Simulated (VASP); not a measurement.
# SnTe (Fm-3m) in VASP: a series of runs

SnTe is run at these levels: PBE; tasks: single point.

Program: VASP 6.6.1. These are calculated values, not measurements. Logs are shortened: lines on timing, memory, paths and dates and some standing lists are left out, and cuts for length are marked.

## (1) The cell of the first run

The structure is cubic, space group Fm-3m (No. 225). The conventional cell has a = 6.379 Å, b = 6.379 Å, c = 6.379 Å, α = 90.00°, β = 90.00°, γ = 90.00°. Sn (site symmetry m-3m) has 6 Te at 3.19 Å within 4.2 Å. Within 4.2 Å of Te (site symmetry m-3m) lie 6 Sn at 3.19 Å.

## (2) Single point, PBE

INCAR

```
ALGO = Normal
EDIFF = 1E-6
ENCUT = 500
GGA = PE
GGA_COMPAT = False
ISIF = 2
ISMEAR = -1
LASPH = True
LCHARG = False
LREAL = False
LWAVE = False
NBANDS = 17
NELM = 120
PREC = Accurate
SIGMA = 0.02
```

KPOINTS

```
k-points
0
Gamma
  2 2 2
```

POSCAR

```
SnTe
1.0
    0.0000000000      3.1893303407      3.1893303407
    3.1893303407      0.0000000000      3.1893303407
    3.1893303407      3.1893303407      0.0000000000
Sn Te
1 1
Direct
    0.0000000000      0.0000000000      0.0000000000
    0.5000000000      0.5000000000      0.5000000000
```

Potentials or basis: VASP PAW PBE potentials, release 64 (Sn_d, Te).

The run is started by

```console
> cat potpaw_PBE.64/Sn_d/POTCAR potpaw_PBE.64/Te/POTCAR > POTCAR
> mpirun -np 1 vasp_std > vasp.out
```

OUTCAR:

```text
EDIFF = 1E-6
   ENCUT = 500
   GGA = PE
   ISIF = 2
   ISMEAR = -1
   LASPH = True
   LREAL = False
   NELM = 120
   PREC = Accurate

 ion  position               nearest neighbor table
   1  0.000  0.000  0.000-   2 3.19   2 3.19   2 3.19   2 3.19   2 3.19   2 3.19
   2  0.500  0.500  0.500-   1 3.19   1 3.19   1 3.19   1 3.19   1 3.19   1 3.19

  LATTYP: Found a face centered cubic cell.
 ALAT       =     6.3786606814

  Lattice vectors:

 A1 = (   0.0000000000,   3.1893303407,   3.1893303407)
 A2 = (   3.1893303407,   0.0000000000,   3.1893303407)
 A3 = (   3.1893303407,   3.1893303407,   0.0000000000)

Analysis of symmetry for initial positions (statically):
=====================================================================
 Subroutine PRICEL returns:
 Original cell was already a primitive cell.

 Routine SETGRP: Setting up the symmetry group for a
 face centered cubic supercell.

 Subroutine GETGRP returns: Found 48 space group operations
 (whereof 48 operations were pure point group operations)
 out of a pool of 48 trial point group operations.

The static configuration has the point symmetry O_h .

Analysis of symmetry for dynamics (positions and initial velocities):
=====================================================================
 Subroutine PRICEL returns:
 Original cell was already a primitive cell.

 Routine SETGRP: Setting up the symmetry group for a
 face centered cubic supercell.

 Subroutine GETGRP returns: Found 48 space group operations
 (whereof 48 operations were pure point group operations)
 out of a pool of 48 trial point group operations.

The dynamic configuration has the point symmetry O_h .

 Subroutine INISYM returns: Found 48 space group operations
 (whereof 48 operations are pure point group operations),
 and found     1 'primitive' translations

----------------------------------------------------------------------------------------

                                     Primitive cell

  volume of cell :      64.8826

  direct lattice vectors                    reciprocal lattice vectors
     0.000000000  3.189330341  3.189330341    -0.156772722  0.156772722  0.156772722
     3.189330341  0.000000000  3.189330341     0.156772722 -0.156772722  0.156772722
     3.189330341  3.189330341  0.000000000     0.156772722  0.156772722 -0.156772722

  length of vectors
     4.510394223  4.510394223  4.510394223     0.271538320  0.271538320  0.271538320

  position of ions in fractional coordinates (direct lattice)
     0.000000000  0.000000000  0.000000000
     0.500000000  0.500000000  0.500000000

  ion indices of the primitive-cell ions
   primitive index   ion index
                 1           1
                 2           2

----------------------------------------------------------------------------------------

 KPOINTS: k-points

Automatic generation of k-mesh.
 Grid dimensions read from file:
 generate k-points for:    2    2    2

 Generating k-lattice:

  Cartesian coordinates                     Fractional coordinates (reciprocal lattice)
    -0.078386361  0.078386361  0.078386361     0.500000000  0.000000000  0.000000000
     0.078386361 -0.078386361  0.078386361     0.000000000  0.500000000  0.000000000
     0.078386361  0.078386361 -0.078386361     0.000000000  0.000000000  0.500000000

  Length of vectors
     0.135769160  0.135769160  0.135769160

  Shift w.r.t. Gamma in fractional coordinates (k-lattice)
     0.000000000  0.000000000  0.000000000

 Subroutine IBZKPT returns following result:
 ===========================================

 Found      3 irreducible k-points:

 Following reciprocal coordinates:
            Coordinates               Weight
  0.000000  0.000000  0.000000      1.000000
  0.500000  0.000000  0.000000      4.000000
  0.500000  0.500000  0.000000      3.000000
   k-points           NKPTS =      3   k-points in BZ     NKDIM =      3   number of bands    NBANDS=     17
   number of dos      NEDOS =    301   number of ions     NIONS =      2
   total plane-waves  NPLWV =  46656
   dimension x,y,z NGX =    36 NGY =   36 NGZ =   36
   dimension x,y,z NGXF=    72 NGYF=   72 NGZF=   72
   ions per type =               1   1
   NGX,Y,Z   is equivalent  to a cutoff of  13.27, 13.27, 13.27 a.u.
   NGXF,Y,Z  is equivalent  to a cutoff of  26.54, 26.54, 26.54 a.u.
 SYSTEM =  unknown system
   PREC   = accura    normal or accurate (medium, high low for compatibility)
   ISTART =      0    job   : 0-new  1-cont  2-samecut
   ICHARG =      2    charge: 1-file 2-atom 10-const
   ISPIN  =      1    spin polarized calculation?
   LNONCOLLINEAR =      F non collinear calculations
   LSORBIT =      F    spin-orbit coupling
   LASPH  =      T    aspherical Exc in radial PAW
   ENCUT  =  500.0 eV  36.75 Ry    6.06 a.u.   8.22  8.22  8.22*2*pi/ulx,y,z
   NELM   =    120;   NELMIN=  2; NELMDL= -5     # of ELM steps
   EDIFF  = 0.1E-05   stopping-criterion for ELM
   LREAL  =      F    real-space projection
   EDIFFG = 0.1E-04   stopping-criterion for IOM
   NSW    =      0    number of steps for IOM
   IBRION =     -1    ionic relax: 0-MD 1-quasi-New 2-CG
   NFREE  =      0    steps in history (QN), initial steepest desc. (CG)
   ISIF   =      2    stress and relaxation
   ISYM   =      2    0-nonsym 1-usesym 2-fastsym
   POTIM  = 0.5000    time-step for ionic-motion
   TEBEG  =    0.0;   TEEND  =   0.0 temperature during run
   PSTRESS=    0.0 pullay stress
   NELECT =      20.0000    total number of electrons
   NUPDOWN=      -1.0000    fix difference up-down
   EMIN   =  10.00;   EMAX   =-10.00  energy-range for DOS
   EFERMI =   0.00;   METHOD = LEGACY
   ISMEAR =    -1;   SIGMA  =   0.02  broadening in eV -4-tet -1-fermi 0-gaus
   EFERMI_NEDOS =   21; number of points for ismear=-14 and -15
   IALGO  =     38    algorithm
   IMIX   =      4    mixing-type and parameters
     AMIX     =   0.40;   BMIX     =  1.00
     AMIX_MAG =   1.60;   BMIX_MAG =  1.00
  volume/ion in A,a.u.               =      32.44       218.92
  Fermi-wavevector in a.u.,A,eV,Ry     =   1.105882  2.089813 16.639575  1.222974
  Thomas-Fermi vector in A             =   2.242375
   LORBIT       =      0    0 simple, 1 ext, 2 COOP (PROOUT), +10 PAW based schemes
   GGA     = PE    functional components
   LHFCALC =     F    Hartree Fock is set to
   AEXX    =    0.0000 exact exchange contribution
   IVDW    =     0    specifies the selected vdW correction
   LEPSILON=     F    determine dielectric tensor
   LRPA    =     F    only Hartree local field effects (RPA)
 non-spin polarized calculation
  energy-cutoff  :      500.00
  volume of cell :       64.88
 maximum number of plane-waves:      1676
 NGX is ok and might be reduce to    36
   NGX = 17   NGY = 17   NGZ = 17

 number of electron      20.0000002 magnetization

 Free energy of the ion-electron system (eV)
  ---------------------------------------------------
  ext. energy  EPLUGINS =         0.00000000
  ---------------------------------------------------
  free energy    TOTEN  =        -5.70584269 eV

  energy without entropy =       -5.68782966  energy(sigma->0) =       -5.69683617

 E-fermi :   6.5033     XC(G=0):  -9.3636

 val. band max:        6.4710983961   @ k =   0.5000   0.0000   0.0000
 cond. band min:       6.5355198938   @ k =   0.5000   0.0000   0.0000
 fundamental gap:      0.0644214977
 Fermi energy:         6.5033090471

 k-point     1 :       0.0000    0.0000    0.0000
  band No.  band energies     occupation
      1     -15.8601      2.00000
      2     -15.8601      2.00000
      3     -15.8563      2.00000
      4     -15.8563      2.00000
      5     -15.8563      2.00000
      6      -5.9254      2.00000
      7       1.5946      2.00000
      8       4.5505      2.00000
      9       4.5505      2.00000
     10       4.5505      2.00000
     11       9.6800      0.00000
     12       9.6800      0.00000
     13       9.6800      0.00000
     14      11.3179      0.00000
     15      11.3179      0.00000
     16      11.3179      0.00000
     17      13.3417      0.00000

 k-point     2 :       0.5000    0.0000    0.0000
  band No.  band energies     occupation
      1     -15.8641      2.00000
      2     -15.8641      2.00000
      3     -15.8550      2.00000
      4     -15.8507      2.00000
      5     -15.8507      2.00000
      6      -4.6392      2.00000
      7      -1.7831      2.00000
      8       4.9383      2.00000
      9       4.9383      2.00000
     10       6.4711      1.66697
     11       6.5355      0.33303
     12       6.7874      0.00000
     13       6.7874      0.00000
     14      14.1916      0.00000
     15      15.0748      0.00000
     16      15.3617      0.00000
     17      15.3617      0.00000

 k-point     3 :       0.5000    0.5000    0.0000
  band No.  band energies     occupation
      1     -15.8726      2.00000
      2     -15.8594      2.00000
      3     -15.8563      2.00000
      4     -15.8477      2.00000
      5     -15.8477      2.00000
      6      -4.3757      2.00000
      7      -0.1345      2.00000
      8       1.2017      2.00000
      9       2.9844      2.00000
     10       2.9844      2.00000
     11       8.7870      0.00000
     12      11.2125      0.00000
     13      11.2125      0.00000
     14      12.6432      0.00000
     15      15.4327      0.00000
     16      16.8682      0.00000
     17      17.2987      0.00000

------------------------ aborting loop because EDIFF is reached ----------------------------------------

  FORCE on cell =-STRESS in cart. coord.  units (eV):
  Direction    XX          YY          ZZ          XY          YZ          ZX
  --------------------------------------------------------------------------------------
  -------------------------------------------------------------------------------------
  Total        1.7318185      1.7318185      1.7318185      0.0000000      0.0000000      0.0000000
  in kB       42.7646030     42.7646030     42.7646030      0.0000000      0.0000000      0.0000000
  external PRESSURE =      42.7646030 kB  Pullay stress =       0.0000000 kB

 VOLUME and BASIS-vectors are now :
 -----------------------------------------------------------------------------
  energy-cutoff  :      500.00
  volume of cell :       64.88
      direct lattice vectors                 reciprocal lattice vectors
     0.000000000  3.189330341  3.189330341    -0.156772722  0.156772722  0.156772722
     3.189330341  0.000000000  3.189330341     0.156772722 -0.156772722  0.156772722
     3.189330341  3.189330341  0.000000000     0.156772722  0.156772722 -0.156772722

 POSITION                                       TOTAL-FORCE (eV/Angst)
 -----------------------------------------------------------------------------------
      0.00000      0.00000      0.00000         0.000000      0.000000      0.000000
      3.18933      3.18933      3.18933        -0.000000      0.000000     -0.000000
 -----------------------------------------------------------------------------------
    total drift:                               -0.000000      0.000000      0.000000

  FREE ENERGIE OF THE ION-ELECTRON SYSTEM (eV)
  ---------------------------------------------------
  free  energy   TOTEN  =        -5.7058426887 eV

  energy  without entropy=       -5.6878296582  energy(sigma->0) =       -5.69683617
```

Run time: 42 s. Hardware: 1 thread of Intel Xeon 8259CL, shared host; peak memory 0.19 GiB.

What came out:

```yaml
Free_energy: -5.7058 eV
Pressure: 4.3 GPa
Band_gap_on_the_k_mesh: 0.06 eV, direct
```

Caveat: the k points lie up to 0.85 Å⁻¹ apart; spin-orbit coupling is left out, which moves the levels of the heavy elements. A k mesh can miss the band edges.

## (3) Single point, PBE

INCAR

```
SYSTEM = SnTe
PREC     = Accurate       ! precision mode
ENCUT    = 500            ! plane-wave cutoff, eV
EDIFF    = 1E-6           ! SCF threshold, eV
ISMEAR   = -1             ! smearing method
SIGMA    = 0.02           ! smearing width, eV
LREAL    = .FALSE.        ! projectors in reciprocal space
LASPH    = .TRUE.         ! aspherical terms in the spheres
NELM     = 120            ! most SCF steps
ALGO     = Normal         ! electronic algorithm
ISIF     = 2              ! what is computed and relaxed
LWAVE    = .FALSE.        ! write WAVECAR
LCHARG   = .FALSE.        ! write CHGCAR
GGA      = PE             ! functional
NBANDS   = 17             ! bands
GGA_COMPAT= .FALSE.
```

KPOINTS

```
regular mesh
0
G
  6 6 6
  0 0 0
```

POSCAR is that of step 2.

Potentials or basis: VASP PAW PBE potentials, release 64 (Sn_d, Te).

The run is started by

```console
> cat potpaw_PBE.64/Sn_d/POTCAR potpaw_PBE.64/Te/POTCAR > POTCAR
> mpirun -np 1 vasp_std > vasp.out
```

Wall time 78 s (1 thread of Intel Xeon 8259CL, shared host); peak memory 0.2 GiB.

Results (log left out):

```
Free energy            : -7.5628 eV
Pressure               : 0.6 GPa
Band gap on the k mesh : 0.01 eV, direct
```

Levels at points of the mesh, in eV from the valence-band top:
```tsv
k point	band 6	band 7	band 8	band 9	band 10	band 11	band 12	band 13	band 14	band 15
(0.00, 0.00, 0.00)	-12.56	-4.84	-2.07	-2.07	-2.07	3.25	3.25	3.25	4.79	4.79
(0.50, 0.00, 0.00)	-11.37	-8.17	-1.74	-1.74	0.00	0.01	0.40	0.40	7.67	8.61
(0.50, 0.50, 0.00)	-11.10	-6.47	-5.35	-3.59	-3.59	2.29	4.72	4.72	6.09	8.88
```

Caveat: spin-orbit coupling is left out, which moves the levels of the heavy elements. A k mesh can miss the band edges.
